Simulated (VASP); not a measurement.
# FeGe (P2_13) in VASP: single point with PBEsol

Aim: the single point of FeGe with PBEsol.

All numbers are computed with VASP 6.6.1; they aren't measurements. Logs are shortened: lines on timing, memory, paths and dates and some standing lists are left out, and cuts for length are marked.

**1. The cell of the first run**

Symmetry: P2_13, No. 198, cubic system. Conventional cell: a = 4.642 Å, b = 4.642 Å, c = 4.642 Å, α = 90.00°, β = 90.00°, γ = 90.00°. Within 3.1 Å of Fe (site symmetry 3) lie 7 Ge at 2.36 to 2.62 Å and 6 Fe at 2.85 Å. Within 3.1 Å of Ge (site symmetry 3) lie 7 Fe at 2.36 to 2.62 Å and 6 Ge at 2.88 Å.

**2. Single point, PBEsol, collinear spin, ferromagnetic start (volume scaled by 1.03, then relaxed in part)**

INCAR

```
SYSTEM = FeGe
PREC = Accurate
ENCUT = 520
EDIFF = 1E-7
ISMEAR = 0
SIGMA = 0.1
LREAL = .FALSE.
LASPH = .TRUE.
NELM = 150
ALGO = Normal
ISIF = 2
LWAVE = .FALSE.
LCHARG = .FALSE.
ISPIN = 2
MAGMOM = 1.2 1.2 1.2 1.2 0 0 0 0
LORBIT = 11
LMAXMIX = 4
GGA = PS
NBANDS = 58
```

KPOINTS

```
regular mesh
0
G
  8 8 8
  0 0 0
```

POSCAR

```
FeGe
1.0
    4.6419779129      0.0000000000      0.0000000000
    0.0000000000      4.6419779129      0.0000000000
    0.0000000000      0.0000000000      4.6419779129
Fe Ge
4 4
Direct
    0.1344217260      0.1344217260      0.1344217260
    0.3655782740      0.8655782740      0.6344217260
    0.6344217260      0.3655782740      0.8655782740
    0.8655782740      0.6344217260      0.3655782740
    0.8414262697      0.8414262697      0.8414262697
    0.6585737303      0.1585737303      0.3414262697
    0.3414262697      0.6585737303      0.1585737303
    0.1585737303      0.3414262697      0.6585737303
```

Potentials or basis: VASP PAW PBE potentials, release 64 (Fe, Ge_d).

Run with:

```console
cat potpaw_PBE.64/Fe/POTCAR potpaw_PBE.64/Ge_d/POTCAR > POTCAR
mpirun -np 1 vasp_std > vasp.out
```

OUTCAR:

```text
SYSTEM = FeGe
   PREC = Accurate
   ENCUT = 520
   EDIFF = 1E-7
   ISMEAR = 0
   LREAL = .FALSE.
   LASPH = .TRUE.
   NELM = 150
   ISIF = 2
   ISPIN = 2
   LORBIT = 11
   GGA = PS

 ion  position               nearest neighbor table
   1  0.134  0.134  0.134-   5 2.36   6 2.41   7 2.41   8 2.41   7 2.62   8 2.62   6 2.62   3 2.85
                             4 2.85   2 2.85   2 2.85   4 2.85   3 2.85
   2  0.366  0.866  0.634-   6 2.36   5 2.41   7 2.41   8 2.41   7 2.62   8 2.62   5 2.62   1 2.85
                             1 2.85   3 2.85   3 2.85   4 2.85   4 2.85
   3  0.634  0.366  0.866-   7 2.36   6 2.41   5 2.41   8 2.41   8 2.62   6 2.62   5 2.62   1 2.85
                             4 2.85   2 2.85   2 2.85   4 2.85   1 2.85
   4  0.866  0.634  0.366-   8 2.36   6 2.41   7 2.41   5 2.41   6 2.62   5 2.62   7 2.62   1 2.85
                             3 2.85   2 2.85   1 2.85   2 2.85   3 2.85
   5  0.841  0.841  0.841-   1 2.36   2 2.41   3 2.41   4 2.41   3 2.62   4 2.62   2 2.62   8 2.88
                             8 2.88   6 2.88   6 2.88   7 2.88   7 2.88
   6  0.659  0.159  0.341-   2 2.36   1 2.41   3 2.41   4 2.41   3 2.62   4 2.62   1 2.62   7 2.88
                             7 2.88   5 2.88   8 2.88   5 2.88   8 2.88
   7  0.341  0.659  0.159-   3 2.36   2 2.41   1 2.41   4 2.41   4 2.62   2 2.62   1 2.62   6 2.88
                             6 2.88   8 2.88   8 2.88   5 2.88   5 2.88
   8  0.159  0.341  0.659-   4 2.36   2 2.41   3 2.41   1 2.41   2 2.62   1 2.62   3 2.62   5 2.88
                             5 2.88   7 2.88   7 2.88   6 2.88   6 2.88

  LATTYP: Found a simple cubic cell.
 ALAT       =     4.6419779129

  Lattice vectors:

 A1 = (   4.6419779129,   0.0000000000,   0.0000000000)
 A2 = (   0.0000000000,   4.6419779129,   0.0000000000)
 A3 = (   0.0000000000,   0.0000000000,   4.6419779129)

Analysis of symmetry for initial positions (statically):
=====================================================================
 Subroutine PRICEL returns:
 Original cell was already a primitive cell.

 Routine SETGRP: Setting up the symmetry group for a
 simple cubic supercell.

 Subroutine GETGRP returns: Found 12 space group operations
 (whereof  3 operations were pure point group operations)
 out of a pool of 48 trial point group operations.

The static configuration has the point symmetry C_3 .
 The point group associated with its full space group is T   .

Analysis of symmetry for dynamics (positions and initial velocities):
=====================================================================
 Subroutine PRICEL returns:
 Original cell was already a primitive cell.

 Routine SETGRP: Setting up the symmetry group for a
 simple cubic supercell.

 Subroutine GETGRP returns: Found 12 space group operations
 (whereof  3 operations were pure point group operations)
 out of a pool of 48 trial point group operations.

The dynamic configuration has the point symmetry C_3 .
 The point group associated with its full space group is T   .

Analysis of structural, dynamic, and magnetic symmetry:
=====================================================================
 Subroutine PRICEL returns:
 Original cell was already a primitive cell.

 Routine SETGRP: Setting up the symmetry group for a
 simple cubic supercell.

 Subroutine GETGRP returns: Found 12 space group operations
 (whereof  3 operations were pure point group operations)
 out of a pool of 48 trial point group operations.

The overall configuration has the point symmetry C_3 .
 The point group associated with its full space group is T   .

 Subroutine INISYM returns: Found 12 space group operations
 (whereof  3 operations are pure point group operations),
 and found     1 'primitive' translations

----------------------------------------------------------------------------------------

                                     Primitive cell

  volume of cell :     100.0251

  direct lattice vectors                    reciprocal lattice vectors
     4.641977913  0.000000000  0.000000000     0.215425411  0.000000000  0.000000000
     0.000000000  4.641977913  0.000000000     0.000000000  0.215425411  0.000000000
     0.000000000  0.000000000  4.641977913     0.000000000  0.000000000  0.215425411

  length of vectors
     4.641977913  4.641977913  4.641977913     0.215425411  0.215425411  0.215425411

  position of ions in fractional coordinates (direct lattice)
     0.134421726  0.134421726  0.134421726
     0.365578274  0.865578274  0.634421726
     0.634421726  0.365578274  0.865578274
     0.865578274  0.634421726  0.365578274
     0.841426270  0.841426270  0.841426270
[... 80 lines left out ...]
   ISPIN  =      2    spin polarized calculation?
   LNONCOLLINEAR =      F non collinear calculations
   LSORBIT =      F    spin-orbit coupling
   LASPH  =      T    aspherical Exc in radial PAW
   ENCUT  =  520.0 eV  38.22 Ry    6.18 a.u.   8.63  8.63  8.63*2*pi/ulx,y,z
   NELM   =    150;   NELMIN=  2; NELMDL= -5     # of ELM steps
   EDIFF  = 0.1E-06   stopping-criterion for ELM
   LREAL  =      F    real-space projection
   EDIFFG = 0.1E-05   stopping-criterion for IOM
   NSW    =      0    number of steps for IOM
   IBRION =     -1    ionic relax: 0-MD 1-quasi-New 2-CG
   NFREE  =      0    steps in history (QN), initial steepest desc. (CG)
   ISIF   =      2    stress and relaxation
   ISYM   =      2    0-nonsym 1-usesym 2-fastsym
   POTIM  = 0.5000    time-step for ionic-motion
   TEBEG  =    0.0;   TEEND  =   0.0 temperature during run
   PSTRESS=    0.0 pullay stress
   NELECT =      88.0000    total number of electrons
   NUPDOWN=      -1.0000    fix difference up-down
   EMIN   =  10.00;   EMAX   =-10.00  energy-range for DOS
   EFERMI =   0.00;   METHOD = LEGACY
   ISMEAR =     0;   SIGMA  =   0.10  broadening in eV -4-tet -1-fermi 0-gaus
   EFERMI_NEDOS =   21; number of points for ismear=-14 and -15
   IALGO  =     38    algorithm
   IMIX   =      4    mixing-type and parameters
     AMIX     =   0.40;   BMIX     =  1.00
     AMIX_MAG =   1.60;   BMIX_MAG =  1.00
  volume/ion in A,a.u.               =      12.50        84.38
  Fermi-wavevector in a.u.,A,eV,Ry     =   1.568674  2.964364 33.480368  2.460738
  Thomas-Fermi vector in A             =   2.670670
   LORBIT       =     11    0 simple, 1 ext, 2 COOP (PROOUT), +10 PAW based schemes
   GGA     = PS    functional components
   LHFCALC =     F    Hartree Fock is set to
   AEXX    =    0.0000 exact exchange contribution
   IVDW    =     0    specifies the selected vdW correction
   LEPSILON=     F    determine dielectric tensor
   LRPA    =     F    only Hartree local field effects (RPA)
 spin polarized calculation
 Gauss-broadening in eV      SIGMA  =   0.10
  energy-cutoff  :      520.00
  volume of cell :      100.03
 maximum number of plane-waves:      2730
 NGX is ok and might be reduce to    36
   NGX = 17   NGY = 17   NGZ = 17

 number of electron      87.9999936 magnetization       4.1234136

 Free energy of the ion-electron system (eV)
  ---------------------------------------------------
  ext. energy  EPLUGINS =         0.00000000
  ---------------------------------------------------
  free energy    TOTEN  =       -57.03877012 eV

  energy without entropy =      -57.00553465  energy(sigma->0) =      -57.02215239

 E-fermi :   8.1823     XC(G=0): -13.1975

 val. band max:        8.1813983264   @ k =   0.5000   0.3750   0.2500
 cond. band min:       8.1878022139   @ k =   0.3750   0.3750   0.3750
 fundamental gap:      0.0064038875
 Fermi energy:         8.1823061083

 spin component 1

 k-point     1 :       0.0000    0.0000    0.0000
  band No.  band energies     occupation
      1     -16.3713      1.00000
      2     -16.3713      1.00000
      3     -16.3713      1.00000
      4     -16.3315      1.00000
      5     -16.3315      1.00000
      6     -16.3315      1.00000
[... 1405 lines left out ...]
     55      13.2650      0.00000
     56      13.5488      0.00000

 [... further k-points ...]

 spin component 2

 k-point     1 :       0.0000    0.0000    0.0000
  band No.  band energies     occupation
      1     -16.3880      1.00000
      2     -16.3880      1.00000
      3     -16.3880      1.00000
      4     -16.3471      1.00000
      5     -16.3471      1.00000
      6     -16.3471      1.00000
[... 1405 lines left out ...]
     55      13.5111      0.00000
     56      13.7813      0.00000

 [... further k-points ...]

 [bands above 56 left out]

------------------------ aborting loop because EDIFF is reached ----------------------------------------

  FORCE on cell =-STRESS in cart. coord.  units (eV):
  Direction    XX          YY          ZZ          XY          YZ          ZX
  --------------------------------------------------------------------------------------
  -------------------------------------------------------------------------------------
  Total       -2.9499351     -2.9499351     -2.9499351      0.0000000      0.0000000      0.0000000
  in kB      -47.2513081    -47.2513081    -47.2513081      0.0000000      0.0000000      0.0000000
  external PRESSURE =     -47.2513081 kB  Pullay stress =       0.0000000 kB

 VOLUME and BASIS-vectors are now :
 -----------------------------------------------------------------------------
  energy-cutoff  :      520.00
  volume of cell :      100.03
      direct lattice vectors                 reciprocal lattice vectors
     4.641977913  0.000000000  0.000000000     0.215425411  0.000000000  0.000000000
     0.000000000  4.641977913  0.000000000     0.000000000  0.215425411  0.000000000
     0.000000000  0.000000000  4.641977913     0.000000000  0.000000000  0.215425411

 POSITION                                       TOTAL-FORCE (eV/Angst)
 -----------------------------------------------------------------------------------
      0.62398      0.62398      0.62398         0.009720      0.009720      0.009720
      1.69701      4.01800      2.94497        -0.009720     -0.009720      0.009720
      2.94497      1.69701      4.01800         0.009720     -0.009720     -0.009720
      4.01800      2.94497      1.69701        -0.009720      0.009720     -0.009720
      3.90588      3.90588      3.90588         0.001188      0.001188      0.001188
      3.05708      0.73610      1.58489        -0.001188     -0.001188      0.001188
      1.58489      3.05708      0.73610         0.001188     -0.001188     -0.001188
      0.73610      1.58489      3.05708        -0.001188      0.001188     -0.001188
 -----------------------------------------------------------------------------------
    total drift:                               -0.000000      0.000000      0.000000

  FREE ENERGIE OF THE ION-ELECTRON SYSTEM (eV)
  ---------------------------------------------------
  free  energy   TOTEN  =       -57.0387701197 eV

  energy  without entropy=      -57.0055346517  energy(sigma->0) =      -57.02215239

 total charge

# of ion       s       p       d       tot
------------------------------------------
    1        0.387   0.519   6.482   7.388
    2        0.387   0.519   6.482   7.388
    3        0.387   0.519   6.482   7.388
    4        0.387   0.519   6.482   7.388
    5        1.113   1.260  10.127  12.500
    6        1.113   1.260  10.127  12.500
    7        1.113   1.260  10.127  12.500
    8        1.113   1.260  10.127  12.500
--------------------------------------------------
tot          6.004   7.114  66.433  79.551

 magnetization (x)

# of ion       s       p       d       tot
------------------------------------------
    1       -0.001  -0.003   1.134   1.130
    2       -0.001  -0.003   1.134   1.130
    3       -0.001  -0.003   1.134   1.130
    4       -0.001  -0.003   1.134   1.130
    5       -0.011  -0.057  -0.005  -0.073
    6       -0.011  -0.057  -0.005  -0.073
    7       -0.011  -0.057  -0.005  -0.073
    8       -0.011  -0.057  -0.005  -0.073
--------------------------------------------------
tot         -0.048  -0.241   4.517   4.228
```

Wall time 3.9 min (1 thread of Intel Xeon 6975P-C (Granite Rapids), shared host); peak memory 0.48 GiB.

What came out:

```
Free energy                                           : -57.0388 eV
Pressure                                              : -4.7 GPa
Largest force                                         : 0.017 eV/Å
Net moment                                            : 4.12 μB per cell
Site moments                                          : Fe +1.13; Ge -0.07 μB
Valence electrons inside the program's atomic spheres : Fe 7.39; Ge 12.50
```

Forces on the atoms (eV/Å):
```
Fe   0.010  0.010  0.010
Fe  -0.010 -0.010  0.010
Fe   0.010 -0.010 -0.010
Fe  -0.010  0.010 -0.010
Ge   0.001  0.001  0.001
Ge  -0.001 -0.001  0.001
Ge   0.001 -0.001 -0.001
Ge  -0.001  0.001 -0.001
```

Caveat: the PAW data sets were made with another functional, which shifts forces and pressure a little.
